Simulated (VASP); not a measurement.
# SnO (rock salt type) (Fm-3m) in VASP: notebook, part 2 of 2

VASP 6.6.1. Earlier steps stand in the parts before.

## Step 3: Single point, PBE

This run uses another cell than the first one, of 17.43 Å³/atom.

INCAR reads:

```
PREC     = Accurate       # precision mode
ENCUT    = 520            # plane-wave cutoff, eV
EDIFF    = 1E-7           # SCF threshold, eV
ISMEAR   = -1             # smearing method
SIGMA    = 0.06122561905347299 # smearing width, eV
LREAL    = F              # projectors in reciprocal space
LASPH    = T              # aspherical terms in the spheres
NELM     = 60             # most SCF steps
ALGO     = Normal         # electronic algorithm
ISIF     = 2              # what is computed and relaxed
LWAVE    = F              # write WAVECAR
LCHARG   = T              # write CHGCAR
GGA      = PE             # functional
LELF     = T              # ELF
LVHAR    = T            
NBANDS   = 17             # bands
```

KPOINTS reads:

```
regular mesh
0
Gamma
  19 19 19
```

POSCAR reads:

```
SnO
1.0
    0.0000000000      2.5928508873      2.5928508873
    2.5928508873      0.0000000000      2.5928508873
    2.5928508873      2.5928508873      0.0000000000
Sn O
1 1
Direct
    0.0000000000      0.0000000000      0.0000000000
    0.5000000000      0.5000000000      0.5000000000
```

Potentials or basis: VASP PAW PBE potentials, release 64 (Sn_d, O).

The run is started by

```console
> cat potpaw_PBE.64/Sn_d/POTCAR potpaw_PBE.64/O/POTCAR > POTCAR
> mpirun -np 1 vasp_std > vasp.out
```

OUTCAR:

```text
PREC = Accurate
   ENCUT = 520
   EDIFF = 1E-7
   ISMEAR = -1
   LREAL = F
   LASPH = T
   NELM = 60
   ISIF = 2
   GGA = PE

 ion  position               nearest neighbor table
   1  0.000  0.000  0.000-   2 2.59   2 2.59   2 2.59   2 2.59   2 2.59   2 2.59
   2  0.500  0.500  0.500-   1 2.59   1 2.59   1 2.59   1 2.59   1 2.59   1 2.59

  LATTYP: Found a face centered cubic cell.
 ALAT       =     5.1857017746

  Lattice vectors:

 A1 = (   0.0000000000,   2.5928508873,   2.5928508873)
 A2 = (   2.5928508873,   0.0000000000,   2.5928508873)
 A3 = (   2.5928508873,   2.5928508873,   0.0000000000)

Analysis of symmetry for initial positions (statically):
=====================================================================
 Subroutine PRICEL returns:
 Original cell was already a primitive cell.

 Routine SETGRP: Setting up the symmetry group for a
 face centered cubic supercell.

 Subroutine GETGRP returns: Found 48 space group operations
 (whereof 48 operations were pure point group operations)
 out of a pool of 48 trial point group operations.

The static configuration has the point symmetry O_h .

Analysis of symmetry for dynamics (positions and initial velocities):
=====================================================================
 Subroutine PRICEL returns:
 Original cell was already a primitive cell.

 Routine SETGRP: Setting up the symmetry group for a
 face centered cubic supercell.

 Subroutine GETGRP returns: Found 48 space group operations
 (whereof 48 operations were pure point group operations)
 out of a pool of 48 trial point group operations.

The dynamic configuration has the point symmetry O_h .

 Subroutine INISYM returns: Found 48 space group operations
 (whereof 48 operations are pure point group operations),
 and found     1 'primitive' translations

----------------------------------------------------------------------------------------

[... 108 lines left out ...]
   EFERMI_NEDOS =   21; number of points for ismear=-14 and -15
   IALGO  =     38    algorithm
   IMIX   =      4    mixing-type and parameters
     AMIX     =   0.40;   BMIX     =  1.00
     AMIX_MAG =   1.60;   BMIX_MAG =  1.00
  volume/ion in A,a.u.               =      17.43       117.63
  Fermi-wavevector in a.u.,A,eV,Ry     =   1.360287  2.570570 25.175967  1.850381
  Thomas-Fermi vector in A             =   2.486962
   LORBIT       =      0    0 simple, 1 ext, 2 COOP (PROOUT), +10 PAW based schemes
   GGA     = PE    functional components
   LHFCALC =     F    Hartree Fock is set to
   AEXX    =    0.0000 exact exchange contribution
   IVDW    =     0    specifies the selected vdW correction
   LEPSILON=     F    determine dielectric tensor
   LRPA    =     F    only Hartree local field effects (RPA)
 non-spin polarized calculation
  energy-cutoff  :      520.00
  volume of cell :       34.86
 maximum number of plane-waves:       953
   NGX = 13   NGY = 13   NGZ = 13

 number of electron      20.0000005 magnetization

 Free energy of the ion-electron system (eV)
  ---------------------------------------------------
  ext. energy  EPLUGINS =         0.00000000
  ---------------------------------------------------
  free energy    TOTEN  =       -10.46249394 eV

  energy without entropy =      -10.46150890  energy(sigma->0) =      -10.46200142

 E-fermi :   7.0836     XC(G=0): -10.5061

 val. band max:        6.9557874582   @ k =  -0.4211   0.1579   0.0526
 cond. band min:       7.2216527639   @ k =  -0.4211   0.1579   0.0526
 fundamental gap:      0.2658653058
 Fermi energy:         7.0836117249

 k-point     1 :       0.0000    0.0000    0.0000
  band No.  band energies     occupation
      1     -14.5156      2.00000
      2     -14.5156      2.00000
      3     -14.5156      2.00000
      4     -14.4555      2.00000
      5     -14.4555      2.00000
      6     -11.1945      2.00000
[... 457 lines left out ...]
      4     -14.4574      2.00000
      5     -14.4494      2.00000
      6     -10.8763      2.00000
[... 9 lines left out ...]
     16      19.2742      0.00000
     17      22.1863      0.00000

 [... further k-points ...]

------------------------ aborting loop because EDIFF is reached ----------------------------------------

  FORCE on cell =-STRESS in cart. coord.  units (eV):
  Direction    XX          YY          ZZ          XY          YZ          ZX
  --------------------------------------------------------------------------------------
  -------------------------------------------------------------------------------------
  Total       -0.7193050     -0.7193050     -0.7193050      0.0000000      0.0000000      0.0000000
  in kB      -33.0568163    -33.0568163    -33.0568163      0.0000000      0.0000000      0.0000000
  external PRESSURE =     -33.0568163 kB  Pullay stress =       0.0000000 kB

 VOLUME and BASIS-vectors are now :
 -----------------------------------------------------------------------------
  energy-cutoff  :      520.00
  volume of cell :       34.86
      direct lattice vectors                 reciprocal lattice vectors
     0.000000000  2.592850887  2.592850887    -0.192837931  0.192837931  0.192837931
     2.592850887  0.000000000  2.592850887     0.192837931 -0.192837931  0.192837931
     2.592850887  2.592850887  0.000000000     0.192837931  0.192837931 -0.192837931

 POSITION                                       TOTAL-FORCE (eV/Angst)
 -----------------------------------------------------------------------------------
      0.00000      0.00000      0.00000        -0.000000      0.000000     -0.000000
      2.59285      2.59285      2.59285         0.000000     -0.000000      0.000000
 -----------------------------------------------------------------------------------
    total drift:                                0.000000      0.000000      0.000000

  FREE ENERGIE OF THE ION-ELECTRON SYSTEM (eV)
  ---------------------------------------------------
  free  energy   TOTEN  =       -10.4624939419 eV

  energy  without entropy=      -10.4615088984  energy(sigma->0) =      -10.46200142
```

OSZICAR:

```text
N       E                     dE             d eps       ncg     rms          rms(c)
DAV:   1     0.147062347582E+03    0.14706E+03   -0.10312E+04  7791   0.173E+03
DAV:   2     0.173860021588E+01   -0.14532E+03   -0.13829E+03  8209   0.388E+02
DAV:   3    -0.121064705194E+02   -0.13845E+02   -0.13751E+02  8555   0.105E+02
DAV:   4    -0.124065963097E+02   -0.30013E+00   -0.29994E+00  9286   0.163E+01
DAV:   5    -0.124140969742E+02   -0.75007E-02   -0.75000E-02 10003   0.250E+00    0.830E+00
DAV:   6    -0.108137228437E+02    0.16004E+01   -0.13449E+01  9008   0.431E+01    0.546E+00
DAV:   7    -0.104828562108E+02    0.33087E+00   -0.24210E+00  8976   0.814E+00    0.139E+00
DAV:   8    -0.104626845068E+02    0.20172E-01   -0.18319E-01  7976   0.331E+00    0.280E-01
DAV:   9    -0.104622651452E+02    0.41936E-03   -0.42316E-03  9568   0.539E-01    0.114E-01
DAV:  10    -0.104626028139E+02   -0.33767E-03   -0.98802E-04  9710   0.397E-01    0.701E-02
DAV:  11    -0.104624977451E+02    0.10507E-03   -0.16165E-04 10100   0.165E-01    0.120E-02
DAV:  12    -0.104624948422E+02    0.29029E-05   -0.18551E-05  9808   0.495E-02    0.474E-03
DAV:  13    -0.104624944385E+02    0.40370E-06   -0.39874E-06 10176   0.126E-02    0.390E-03
DAV:  14    -0.104624939462E+02    0.49231E-06   -0.11823E-06  8346   0.718E-03    0.261E-04
DAV:  15    -0.104624939419E+02    0.42610E-08   -0.38355E-08  4194   0.129E-03
   1 F= -.10462494E+02 E0= -.10462001E+02  d E =-.985043E-03
```

stdout:

```text
POSCAR found type information on POSCAR SnO
 POSCAR found :  2 types and       2 ions
 scaLAPACK will be used
 LDA part: xc-table for (Slater+PW92), standard interpolation
 POSCAR, INCAR and KPOINTS ok, starting setup
 FFT: planning ... GRIDC
 FFT: planning ... GRID_SOFT
 FFT: planning ... GRID
 WAVECAR not read
 entering main loop
```

It took 73 s on 1 thread of Intel Xeon Platinum 8488C (Sapphire Rapids), shared host; peak memory 0.25 GiB.

Results:

```
Free energy            : -10.4625 eV
Pressure               : -3.3 GPa
Band gap on the k mesh : 0.27 eV
```

Levels at points of the mesh, in eV from the valence-band top:
```csv
k point,band 8,band 9,band 10,band 11,band 12,band 13
"(0.00, 0.00, 0.00)",-2.93,-2.93,-2.93,7.27,7.27,7.27
```

Caveat: the cell stands under tension; semilocal functionals underestimate gaps, and a narrow one can read as zero; spin-orbit coupling is left out, which moves the levels of the heavy elements; an odd mesh through Γ misses points on the zone boundary, where band edges can lie.
